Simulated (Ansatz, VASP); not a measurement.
## KF: VASP beside Ansatz

File INCAR:

```
SYSTEM = KF
ALGO = Normal ; EDIFF = 1E-6
ENCUT = 600 ; GGA = VW
GGA_COMPAT = .False. ; ISIF = 2
ISMEAR = -1 ; LASPH = .True.
LCHARG = .False. ; LREAL = .False.
LWAVE = .False. ; NBANDS = 15
NELM = 120 ; PREC = Accurate
SIGMA = 0.01
```

File KPOINTS:

```
k-points
0
Gamma
  8 8 8
  0 0 0
```

The input POSCAR:

```
KF
1.0
    3.3018409000      0.0000000000      0.0000000000
    0.0000000000      3.3018409000      0.0000000000
    0.0000000000      0.0000000000      3.3018409000
K F
1 1
Direct
    0.0000000000      0.0000000000      0.0000000000
    0.5000000000      0.5000000000      0.5000000000
```

File input.yaml:

```yaml
crystal:
  lattice: { a: 3.3018409, b: 3.3018409, c: 3.3018409, alpha: 90.0, beta: 90.0, gamma: 90.0 }
  space_group: 221
  reduce_to_primitive: true
  atoms:
    - { symbol: K, wyckoff: "1a", position: [0.0, 0.0, 0.0] }
    - { symbol: F, wyckoff: "1b", position: [0.5, 0.5, 0.5] }
hamiltonian:
  xc: { exchange: slater, correlation: vwn5 }
  pseudopotentials: { kind: paw, xc_functional: lda, accuracy: standard }
kpoints:
  mp_grid: { grid: [8, 8, 8] }
scf:
  occupations: { method: fermi_dirac, width: 0.01 }
output:
  forces: true
  stress: true
  eigenvalues: true
  write_density: true
  write_potential: true
  elf: true
  volumetric_format: npy
```

Change from the starting cell: volume scaled by 1.04.

Alike in both runs: task single point; functional SVWN5; k mesh 8 × 8 × 8; occupations fermi-dirac, width 0.01 eV; no spin polarisation.

|  | VASP | Ansatz |
| --- | --- | --- |
| version | VASP 6.6.1 | Ansatz 0.2.0 |
| potentials or method | VASP PAW PBE potentials, release 64 (K_sv, F) | JTH PAW LDA |
| plane-wave cutoff (eV) | 600 | 1500 |
| valence electrons in the cell | 16 | 16 |

Ansatz gave:

| Property | Result |
| --- | --- |
| gap on the k mesh at the Fermi level (eV) | 5.66 |
| least direct gap on the mesh (eV) | 5.72 |
| pressure (GPa) | -6.3 |

Problem. What did VASP give for the same quantities?

Solution. gap on the k mesh at the Fermi level (eV): 5.65; least direct gap on the mesh (eV): 5.71; pressure (GPa): -6.5.

VASP's potentials were made for PBE, not for SVWN5. With one functional, cell and mesh, what is left measures potentials, basis and numerics.
